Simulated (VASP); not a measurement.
# Se in VASP: notebook

The runs below take Se through single point, with PBE.

Program: VASP 6.6.1. These are calculated values, not measurements. Logs are shortened: lines on timing, memory, paths and dates and some standing lists are left out, and cuts for length are marked.

## 1. The cell of the first run

The typed cell holds 1 atom: a = 2.628 Å, b = 2.628 Å, c = 2.628 Å, α = 90.00°, β = 90.00°, γ = 90.00°.

## 2. Single point, PBE (volume scaled by 0.800)

Input file INCAR:

```
SYSTEM = Se
ALGO = Normal
EDIFF = 1E-6
ENCUT = 520
GGA = PE
ISIF = 2
ISMEAR = 0
LASPH = .True.
LCHARG = .True.
LELF = .True.
LREAL = .False.
LVHAR = .True.
LWAVE = .False.
NBANDS = 9
NELM = 100
PREC = Accurate
SIGMA = 0.05
```

Input file KPOINTS:

```
k-points
0
Gamma
  16 16 16
  0 0 0
```

Input file POSCAR:

```
Se
1.0
    1.8581256276      1.0727893313      1.5170306588
   -1.8581256276      1.0727893313      1.5170306588
    0.0000000000     -2.1455786625      1.5170306589
Se
1
Direct
    0.0000000000      0.0000000000      0.0000000000
```

Potentials or basis: VASP PAW PBE potentials, release 64 (Se).

On the command line:

```
$ cat potpaw_PBE.64/Se/POTCAR > POTCAR
$ mpirun -np 1 vasp_std > vasp.out
```

OUTCAR:

```text
SYSTEM = Se
   EDIFF = 1E-6
   ENCUT = 520
   GGA = PE
   ISIF = 2
   ISMEAR = 0
   LASPH = .True.
   LREAL = .False.
   NELM = 100
   PREC = Accurate

 ion  position               nearest neighbor table
   1  0.000  0.000  0.000-

  LATTYP: Found a trigonal (rhomboedric) cell.
 ALAT       =     2.6277157032
 COS(alpha) =    -0.0000538573

  Lattice vectors:

 A1 = (   1.8581256276,   1.0727893313,   1.5170306588)
 A2 = (  -1.8581256276,   1.0727893313,   1.5170306588)
 A3 = (   0.0000000000,  -2.1455786625,   1.5170306589)

Analysis of symmetry for initial positions (statically):
=====================================================================
 Subroutine PRICEL returns:
 Original cell was already a primitive cell.

 Routine SETGRP: Setting up the symmetry group for a
 trigonal (rhombohedral) supercell.

 Subroutine GETGRP returns: Found 12 space group operations
 (whereof 12 operations were pure point group operations)
 out of a pool of 12 trial point group operations.

The static configuration has the point symmetry D_3d.

Analysis of symmetry for dynamics (positions and initial velocities):
=====================================================================
 Subroutine PRICEL returns:
 Original cell was already a primitive cell.

 Routine SETGRP: Setting up the symmetry group for a
 trigonal (rhombohedral) supercell.

 Subroutine GETGRP returns: Found 12 space group operations
 (whereof 12 operations were pure point group operations)
 out of a pool of 12 trial point group operations.

The dynamic configuration has the point symmetry D_3d.

 Subroutine INISYM returns: Found 12 space group operations
 (whereof 12 operations are pure point group operations),
 and found     1 'primitive' translations

----------------------------------------------------------------------------------------

                                     Primitive cell

  volume of cell :      18.1441

  direct lattice vectors                    reciprocal lattice vectors
     1.858125628  1.072789331  1.517030659     0.269088372  0.155358244  0.219727486
    -1.858125628  1.072789331  1.517030659    -0.269088372  0.155358244  0.219727486
     0.000000000 -2.145578663  1.517030659     0.000000000 -0.310716488  0.219727486

  length of vectors
     2.627715703  2.627715703  2.627715703     0.380558674  0.380558674  0.380558674

  position of ions in fractional coordinates (direct lattice)
     0.000000000  0.000000000  0.000000000

  ion indices of the primitive-cell ions
   primitive index   ion index
                 1           1

----------------------------------------------------------------------------------------

 KPOINTS: k-points

Automatic generation of k-mesh.
 Grid dimensions read from file:
 generate k-points for:   16   16   16

 Generating k-lattice:

  Cartesian coordinates                     Fractional coordinates (reciprocal lattice)
     0.016818023  0.009709890  0.013732968     0.062500000  0.000000000  0.000000000
    -0.016818023  0.009709890  0.013732968     0.000000000  0.062500000  0.000000000
     0.000000000 -0.019419780  0.013732968    -0.000000000 -0.000000000  0.062500000

  Length of vectors
     0.023784917  0.023784917  0.023784917

  Shift w.r.t. Gamma in fractional coordinates (k-lattice)
     0.000000000  0.000000000  0.000000000

 Subroutine IBZKPT returns following result:
 ===========================================

 Found    417 irreducible k-points:

 Following reciprocal coordinates:
            Coordinates               Weight
  0.000000  0.000000  0.000000      1.000000
  0.062500  0.000000  0.000000      6.000000
  0.125000  0.000000  0.000000      6.000000
  0.187500 -0.000000  0.000000      6.000000
  0.250000  0.000000  0.000000      6.000000
  0.312500  0.000000  0.000000      6.000000
[... 16 lines left out ...]
 -0.125000  0.062500 -0.000000     12.000000
 -0.062500  0.062500  0.000000      6.000000
 [... further k-points ...]
   k-points           NKPTS =    417   k-points in BZ     NKDIM =    417   number of bands    NBANDS=      9
   number of dos      NEDOS =    301   number of ions     NIONS =      1
   total plane-waves  NPLWV =   8000
   dimension x,y,z NGX =    20 NGY =   20 NGZ =   20
   dimension x,y,z NGXF=    40 NGYF=   40 NGZF=   40
   ions per type =               1
   NGX,Y,Z   is equivalent  to a cutoff of  12.65, 12.65, 12.65 a.u.
   NGXF,Y,Z  is equivalent  to a cutoff of  25.31, 25.31, 25.31 a.u.
 SYSTEM =  Se
   PREC   = accura    normal or accurate (medium, high low for compatibility)
   ISTART =      0    job   : 0-new  1-cont  2-samecut
   ICHARG =      2    charge: 1-file 2-atom 10-const
   ISPIN  =      1    spin polarized calculation?
   LNONCOLLINEAR =      F non collinear calculations
   LSORBIT =      F    spin-orbit coupling
   LASPH  =      T    aspherical Exc in radial PAW
   ENCUT  =  520.0 eV  38.22 Ry    6.18 a.u.   4.89  4.89  4.89*2*pi/ulx,y,z
   NELM   =    100;   NELMIN=  2; NELMDL= -5     # of ELM steps
   EDIFF  = 0.1E-05   stopping-criterion for ELM
   LREAL  =      F    real-space projection
   EDIFFG = 0.1E-04   stopping-criterion for IOM
   NSW    =      0    number of steps for IOM
   IBRION =     -1    ionic relax: 0-MD 1-quasi-New 2-CG
   NFREE  =      0    steps in history (QN), initial steepest desc. (CG)
   ISIF   =      2    stress and relaxation
   ISYM   =      2    0-nonsym 1-usesym 2-fastsym
   POTIM  = 0.5000    time-step for ionic-motion
   TEBEG  =    0.0;   TEEND  =   0.0 temperature during run
   PSTRESS=    0.0 pullay stress
   NELECT =       6.0000    total number of electrons
   NUPDOWN=      -1.0000    fix difference up-down
   EMIN   =  10.00;   EMAX   =-10.00  energy-range for DOS
   EFERMI =   0.00;   METHOD = LEGACY
   ISMEAR =     0;   SIGMA  =   0.05  broadening in eV -4-tet -1-fermi 0-gaus
   EFERMI_NEDOS =   21; number of points for ismear=-14 and -15
   IALGO  =     38    algorithm
   IMIX   =      4    mixing-type and parameters
     AMIX     =   0.40;   BMIX     =  1.00
     AMIX_MAG =   1.60;   BMIX_MAG =  1.00
  volume/ion in A,a.u.               =      18.14       122.44
  Fermi-wavevector in a.u.,A,eV,Ry     =   1.132088  2.139336 17.437544  1.281623
  Thomas-Fermi vector in A             =   2.268788
   LORBIT       =      0    0 simple, 1 ext, 2 COOP (PROOUT), +10 PAW based schemes
   GGA     = PE    functional components
   LHFCALC =     F    Hartree Fock is set to
   AEXX    =    0.0000 exact exchange contribution
   IVDW    =     0    specifies the selected vdW correction
   LEPSILON=     F    determine dielectric tensor
   LRPA    =     F    only Hartree local field effects (RPA)
 non-spin polarized calculation
 Gauss-broadening in eV      SIGMA  =   0.05
  energy-cutoff  :      520.00
  volume of cell :       18.14
 maximum number of plane-waves:       500
   NGX =  9   NGY =  9   NGZ =  9

 number of electron       5.9999999 magnetization

 Free energy of the ion-electron system (eV)
  ---------------------------------------------------
  ext. energy  EPLUGINS =         0.00000000
  ---------------------------------------------------
  free energy    TOTEN  =        -3.02941347 eV

  energy without entropy =       -3.02907028  energy(sigma->0) =       -3.02924188

 E-fermi :   7.6526     XC(G=0): -10.9262

 val. band max:        7.6242749615   @ k =  -0.4375  -0.4375   0.2500
 cond. band min:       7.6865491955   @ k =   0.2500   0.1250   0.0000
 fundamental gap:      0.0622742341
 Fermi energy:         7.6525684277

 k-point     1 :       0.0000    0.0000    0.0000
  band No.  band energies     occupation
      1     -10.6425      2.00000
      2       9.3741      0.00000
      3       9.3746      0.00000
      4       9.3746      0.00000
      5      14.9522      0.00000
      6      14.9522      0.00000
      7      16.8115      0.00000
      8      32.1765      0.00000
      9      32.1768      0.00000

 k-point     2 :       0.0625    0.0000    0.0000
  band No.  band energies     occupation
      1     -10.5703      2.00000
      2       8.4886      0.00000
      3       9.4345      0.00000
      4       9.4349      0.00000
      5      15.0186      0.00000
      6      15.6176      0.00000
      7      17.2397      0.00000
      8      30.8700      0.00000
      9      30.8702      0.00000

 k-point     3 :       0.1250    0.0000    0.0000
  band No.  band energies     occupation
      1     -10.3557      2.00000
      2       6.7034      2.00000
      3       9.6115      0.00000
      4       9.6118      0.00000
      5      15.2156      0.00000
      6      16.3299      0.00000
      7      18.9202      0.00000
      8      28.9035      0.00000
      9      28.9037      0.00000

 k-point     4 :       0.1875   -0.0000    0.0000
  band No.  band energies     occupation
      1     -10.0055      2.00000
      2       4.7710      2.00000
      3       9.8928      0.00000
      4       9.8932      0.00000
      5      15.5358      0.00000
      6      16.8329      0.00000
      7      21.2790      0.00000
      8      27.0068      0.00000
      9      27.0071      0.00000
[... 205 lines left out ...]
 k-point    22 :      -0.1875    0.0625   -0.0000
  band No.  band energies     occupation
      1      -9.9333      2.00000
      2       4.8358      2.00000
      3       9.0364      0.00000
      4       9.9527      0.00000
      5      15.9748      0.00000
      6      17.4317      0.00000
      7      21.2712      0.00000
      8      25.9162      0.00000
      9      27.0624      0.00000

 k-point    23 :      -0.1250    0.0625   -0.0000
  band No.  band energies     occupation
      1     -10.2835      2.00000
      2       6.7641      2.00000
      3       8.7444      0.00000
      4       9.6716      0.00000
      5      15.6344      0.00000
      6      16.9579      0.00000
      7      18.9889      0.00000
      8      27.7166      0.00000
      9      28.9427      0.00000

 k-point    24 :      -0.0625    0.0625    0.0000
  band No.  band energies     occupation
      1     -10.4981      2.00000
      2       8.4747      0.00000
      3       8.6305      0.00000
      4       9.4949      0.00000
      5      15.3619      0.00000
      6      16.1392      0.00000
      7      17.5223      0.00000
      8      29.6430      0.00000
      9      30.7017      0.00000

 [... further k-points ...]

------------------------ aborting loop because EDIFF is reached ----------------------------------------

  FORCE on cell =-STRESS in cart. coord.  units (eV):
  Direction    XX          YY          ZZ          XY          YZ          ZX
  --------------------------------------------------------------------------------------
  -------------------------------------------------------------------------------------
  Total        2.9430192      2.9430192      2.9429890      0.0000000     -0.0000000      0.0000000
  in kB      259.8774229    259.8774229    259.8747585      0.0000000     -0.0000000      0.0000000
  external PRESSURE =     259.8765348 kB  Pullay stress =       0.0000000 kB

 VOLUME and BASIS-vectors are now :
 -----------------------------------------------------------------------------
  energy-cutoff  :      520.00
  volume of cell :       18.14
      direct lattice vectors                 reciprocal lattice vectors
     1.858125628  1.072789331  1.517030659     0.269088372  0.155358244  0.219727486
    -1.858125628  1.072789331  1.517030659    -0.269088372  0.155358244  0.219727486
     0.000000000 -2.145578663  1.517030659     0.000000000 -0.310716488  0.219727486

 POSITION                                       TOTAL-FORCE (eV/Angst)
 -----------------------------------------------------------------------------------
      0.00000      0.00000      0.00000         0.000000      0.000000      0.000000
 -----------------------------------------------------------------------------------
    total drift:                               -0.000000     -0.000000     -0.000000

  FREE ENERGIE OF THE ION-ELECTRON SYSTEM (eV)
  ---------------------------------------------------
  free  energy   TOTEN  =        -3.0294134694 eV

  energy  without entropy=       -3.0290702807  energy(sigma->0) =       -3.02924188
```

Run time: 33 s. Hardware: 1 thread of AMD EPYC 7R43 (Zen 3), shared host; peak memory 0.13 GiB.

What came out:

```yaml
Free_energy: -3.0294 eV
Pressure: 26.0 GPa
Band_gap_on_the_k_mesh: zero (band 3 reaches 11.44 eV, above the bottom of band 4 at 3.36 eV)
```

## 3. Single point, PBE (volume scaled by 0.840)

Input file INCAR:

```
ALGO = Normal
EDIFF = 1E-7
ENCUT = 520
GGA = PE
ISIF = 2
ISMEAR = 0
LASPH = True
LCHARG = False
LREAL = False
LWAVE = False
NBANDS = 9
NELM = 100
PREC = Accurate
SIGMA = 0.05
```

Input file KPOINTS:

```
k-points
0
Gamma
  16 16 16
```

Input file POSCAR:

```
Se
1.0
    1.8885921184      1.0903791680      1.5419044348
   -1.8885921184      1.0903791680      1.5419044348
    0.0000000000     -2.1807583359      1.5419044349
Se
1
Direct
    0.0000000000      0.0000000000      0.0000000000
```

Potentials or basis: VASP PAW PBE potentials, release 64 (Se).

On the command line:

```
$ cat potpaw_PBE.64/Se/POTCAR > POTCAR
$ mpirun -np 1 vasp_std > vasp.out
```

It took 40 s on 1 thread of AMD EPYC 7R43 (Zen 3), shared host; peak memory 0.14 GiB.

Results (log left out):

- Free energy: -3.1536 eV
- Pressure: 18.1 GPa
- Band gap on the k mesh: zero (band 3 reaches 10.50 eV, above the bottom of band 4 at 2.88 eV)

Levels at points of the mesh, in eV from the Fermi level:
```tsv
k point	band 1	band 2	band 3	band 4	band 5	band 6	band 7
(0.00, 0.00, 0.00)	-17.69	1.70	1.70	1.70	7.46	7.46	8.90
(0.50, 0.00, 0.00)	-14.95	-8.56	3.60	3.60	9.98	13.01	13.24
(0.50, 0.50, 0.00)	-12.15	-6.16	-6.16	1.86	5.36	14.68	16.53
(0.50, 0.50, 0.50)	-9.17	-4.02	-4.02	-4.01	5.19	5.19	5.19
```

## 4. Single point, PBE (volume scaled by 0.880)

Input file INCAR:

```
SYSTEM = Se
PREC     = Accurate       ! precision mode
ENCUT    = 520            ! plane-wave cutoff, eV
EDIFF    = 1E-7           ! SCF threshold, eV
ISMEAR   = 0              ! smearing method
SIGMA    = 0.05           ! smearing width, eV
LREAL    = .False.        ! projectors in reciprocal space
LASPH    = .True.         ! aspherical terms in the spheres
NELM     = 80             ! most SCF steps
ALGO     = Normal         ! electronic algorithm
ISIF     = 2              ! what is computed and relaxed
LWAVE    = .False.        ! write WAVECAR
LCHARG   = .False.        ! write CHGCAR
GGA      = PE             ! functional
NBANDS   = 9              ! bands
```

Input file KPOINTS:

```
Automatic mesh
0
Gamma
  16 16 16
  0 0 0
```

Input file POSCAR:

```
Se
1.0
    1.9181061374      1.1074190948      1.5660005837
   -1.9181061374      1.1074190948      1.5660005837
    0.0000000000     -2.2148381895      1.5660005837
Se
1
Direct
    0.0000000000      0.0000000000      0.0000000000
```

On the command line:

```
$ cat potpaw_PBE.64/Se/POTCAR > POTCAR
$ mpirun -np 1 vasp_std > vasp.out
```

It took 34 s on 1 thread of AMD EPYC 7R43 (Zen 3), shared host; peak memory 0.14 GiB.

The run converged. Its results:

```
Free energy            : -3.2380 eV
Pressure               : 11.9 GPa
Band gap on the k mesh : zero (band 3 reaches 9.63 eV, above the bottom of band 4 at 2.45 eV)
```

Levels at points of the mesh, in eV from the Fermi level:
```
           k point  band 1  band 2  band 3  band 4  band 5  band 6  band 7  band 8
(0.00, 0.00, 0.00)  -17.15    1.67    1.67    1.67    7.61    7.61    8.66   23.56
(0.50, 0.00, 0.00)  -14.60   -8.03    3.43    3.43   10.02   12.64   13.11   13.90
(0.50, 0.50, 0.00)  -12.02   -5.77   -5.77    2.24    5.04   14.35   16.36   16.37
(0.50, 0.50, 0.50)   -9.31   -3.76   -3.76   -3.76    5.44    5.44    5.44    9.71
```

## 5. Single point, PBE (volume scaled by 0.640)

Input file INCAR:

```
SYSTEM = Se
  PREC = Accurate
  ENCUT = 520
  EDIFF = 1E-7
  ISMEAR = 0
  SIGMA = 0.05
  LREAL = .False.
  LASPH = .True.
  NELM = 60
  ALGO = Normal
  ISIF = 2
  LWAVE = .False.
  LCHARG = .False.
  GGA = PE
  NBANDS = 9
```

Input file KPOINTS:

```
Automatic mesh
0
Gamma
  18 18 18
  0 0 0
```

Input file POSCAR:

```
Se
1.0
    1.7249310329      0.9958893963      1.4082865132
   -1.7249310329      0.9958893963      1.4082865132
    0.0000000000     -1.9917787923      1.4082865133
Se
1
Direct
    0.0000000000      0.0000000000      0.0000000000
```

On the command line:

```
$ cat potpaw_PBE.64/Se/POTCAR > POTCAR
$ mpirun -np 1 vasp_std > vasp.out
```

It took 39 s on 1 thread of AMD EPYC 7R43 (Zen 3), shared host; peak memory 0.14 GiB.

The run converged. Its results:

* Free energy: -1.8799 eV
* Pressure: 82.6 GPa
* Band gap on the k mesh: zero (band 3 reaches 16.34 eV, above the bottom of band 4 at 5.81 eV)

Levels at points of the mesh, in eV from the Fermi level:
```tsv
k point	band 1	band 2	band 3	band 4	band 5	band 6	band 7	band 8
(0.00, 0.00, 0.00)	-21.34	1.97	1.97	1.97	6.63	6.63	10.62	27.20
(0.50, 0.00, 0.00)	-17.25	-11.96	4.96	4.96	9.87	14.06	14.41	14.41
(0.50, 0.50, 0.00)	-12.87	-8.64	-8.63	-0.53	7.84	17.21	17.73	17.73
(0.50, 0.50, 0.50)	-7.81	-5.57	-5.57	-5.57	3.61	3.61	3.62	8.18
```

## 6. The runs side by side

```tsv
cell	k mesh	gap on the mesh (eV)	pressure (GPa)
a = 2.628 Å, 1 atom	16 × 16 × 16	none	26.0
a = 2.671 Å, 1 atom	16 × 16 × 16	none	18.1
a = 2.713 Å, 1 atom	16 × 16 × 16	none	11.9
a = 2.439 Å, 1 atom	18 × 18 × 18	none	82.6
```

Alike in all rows: task single point; level PBE; potentials or basis VASP PAW PBE potentials, release 64 (Se); no spin polarisation; cutoff (eV) 520; smearing gaussian 0.05 eV.

Total energies depend on the potentials used, so only differences within one code and one set of settings carry meaning.
